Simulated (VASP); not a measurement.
Set up this calculation in VASP 6.6.1, as the native input.

| Item | Value |
| --- | --- |
| Task | single point |
| Functional | r2SCAN |
| Potentials or basis | VASP PAW PBE potentials, release 64 (O) |
| Cutoff | 660 eV |
| k mesh | 18 × 18 × 11 |
| Occupations | fermi-dirac, width 0.025 eV |
| Spin | no spin polarisation |
| Dipole correction | no |
| Further INCAR settings | ALGO = Normal; EDIFF = 1e-06; NBANDS = 9 |

O:

```
O
1.0
     1.77559    0.00000    0.00000
     0.00000    1.77559    0.00000
     0.00000    0.00000    3.05305
O
1
Cartesian
  0.0000 0.0000 0.0000
```

The input as run:

POSCAR

```
O
1.0
    1.7755900000      0.0000000000      0.0000000000
    0.0000000000      1.7755900000      0.0000000000
    0.0000000000      0.0000000000      3.0530500000
O
1
Direct
    0.0000000000      0.0000000000      0.0000000000
```

INCAR.step1

```
SYSTEM = O
PREC     = Accurate       ! precision mode
ENCUT    = 660            ! plane-wave cutoff, eV
ISMEAR   = -1             ! smearing method
SIGMA    = 0.025          ! smearing width, eV
LREAL    = .False.        ! projectors in reciprocal space
LASPH    = .True.         ! aspherical terms in the spheres
NELM     = 120            ! most SCF steps
NBANDS   = 9              ! bands
GGA      = PE             ! functional
ALGO     = Normal         ! electronic algorithm
EDIFF    = 1E-5           ! SCF threshold, eV
LWAVE    = .True.         ! write WAVECAR
LCHARG   = .False.        ! write CHGCAR
GGA_COMPAT= .False.
```

INCAR.step2

```
SYSTEM = O
PREC     = Accurate       ! precision mode
ENCUT    = 660            ! plane-wave cutoff, eV
EDIFF    = 1E-6           ! SCF threshold, eV
ISMEAR   = -1             ! smearing method
SIGMA    = 0.025          ! smearing width, eV
LREAL    = .False.        ! projectors in reciprocal space
LASPH    = .True.         ! aspherical terms in the spheres
NELM     = 120            ! most SCF steps
ALGO     = Normal         ! electronic algorithm
ISIF     = 2              ! what is computed and relaxed
LWAVE    = .False.        ! write WAVECAR
LCHARG   = .True.         ! write CHGCAR
METAGGA  = R2SCAN         ! meta-GGA
LMIXTAU  = .True.       
LELF     = .True.         ! ELF
LVHAR    = .True.       
NBANDS   = 9              ! bands
ISTART   = 1            
GGA_COMPAT= .False.
```

KPOINTS

```
regular mesh
0
Gamma
  18 18 11
  0 0 0
```

Potentials or basis: VASP PAW PBE potentials, release 64 (O).

Launch:

```bash
$ cat potpaw_PBE.64/O/POTCAR > POTCAR
$ cp INCAR.step1 INCAR
$ mpirun -np 1 vasp_std > vasp.out
$ cp INCAR.step2 INCAR
$ mpirun -np 1 vasp_std > vasp.out
```

It gave:

| Property | Result |
| --- | --- |
| Pressure | -1.3 GPa |
| Band gap on the k mesh | zero (bands 3 and 4 overlap by 5.61 eV) |

Caveat: the PAW data sets were made with another functional, which shifts forces and pressure a little.

It took 2.2 min on 1 thread of Intel Xeon 8259CL, with other jobs on the host, peak memory 0.15 GiB.
